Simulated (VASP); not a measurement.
Set up this calculation in VASP 6.6.1, as the native input.

```
Task                   : single point
Functional             : r2SCAN
Potentials or basis    : VASP PAW PBE potentials, release 64 (Zr_sv, Ti_sv, O)
Cutoff                 : 520 eV
k mesh                 : 7 × 7 × 9
Occupations            : fermi-dirac, width 0.1 eV
Spin                   : no spin polarisation
Dipole correction      : no
Further INCAR settings : ALGO = Normal; EDIFF = 1e-06; NBANDS = 36
```

Zr2TiO3:

```
Zr Ti O
1.0
     2.76251    4.78480    0.00000
    -2.76251    4.78480    0.00000
     0.00000    0.00000    3.71519
Zr Ti O
2 1 3
Direct
  0.33330 0.33340 0.50000
  0.66660 0.66670 0.50000
  0.00000 0.00000 0.00000
  0.50000 0.50000 0.00000
  0.50000 0.00000 0.00000
  0.00000 0.50000 0.00000
```

One way to write it, as run:

POSCAR

```
Zr2TiO3
1.0
    2.7625080000      4.7848040000      0.0000000000
   -2.7625080000      4.7848040000      0.0000000000
    0.0000000000      0.0000000000      3.7151870000
Zr Ti O
2 1 3
Direct
    0.3333000000      0.3334000000      0.5000000000
    0.6666000000      0.6667000000      0.5000000000
    0.0000000000      0.0000000000      0.0000000000
    0.5000000000      0.5000000000      0.0000000000
    0.5000000000      0.0000000000      0.0000000000
    0.0000000000      0.5000000000      0.0000000000
```

INCAR.step1

```
PREC = Accurate
ENCUT = 520
ISMEAR = -1
SIGMA = 0.1
LREAL = F
LASPH = T
NELM = 100
NBANDS = 36
GGA = PE
ALGO = Normal
EDIFF = 1E-4
LWAVE = T
LCHARG = F
```

INCAR.step2

```
PREC = Accurate
ENCUT = 520
EDIFF = 1E-6
ISMEAR = -1
SIGMA = 0.1
LREAL = F
LASPH = T
NELM = 100
ALGO = Normal
ISIF = 2
LWAVE = F
LCHARG = F
METAGGA = R2SCAN
LMIXTAU = T
NBANDS = 36
ISTART = 1
```

KPOINTS

```
regular mesh
0
Gamma
  7 7 9
```

Potentials or basis: VASP PAW PBE potentials, release 64 (Zr_sv, Ti_sv, O).

Run with:

```sh
$ cat potpaw_PBE.64/Zr_sv/POTCAR potpaw_PBE.64/Ti_sv/POTCAR potpaw_PBE.64/O/POTCAR > POTCAR
$ cp INCAR.step1 INCAR
$ mpirun -np 1 vasp_std > vasp.out
$ cp INCAR.step2 INCAR
$ mpirun -np 1 vasp_std > vasp.out
```

Results of the run:

```json
{
 "Pressure": "-32.9 GPa",
 "Band gap on the k mesh": "zero (band 27 reaches 7.20 eV, above the bottom of band 28 at 6.90 eV)"
}
```

Caveat: the PAW data sets were made with another functional, which shifts forces and pressure a little; semilocal functionals often make such compounds metallic where correlation or magnetic order opens a gap, which also shifts bond lengths.

Run time: 9.2 min on 1 thread of Intel(R) Xeon(R) 6975P-C (Granite Rapids), on a shared host, peak memory 0.4 GiB.
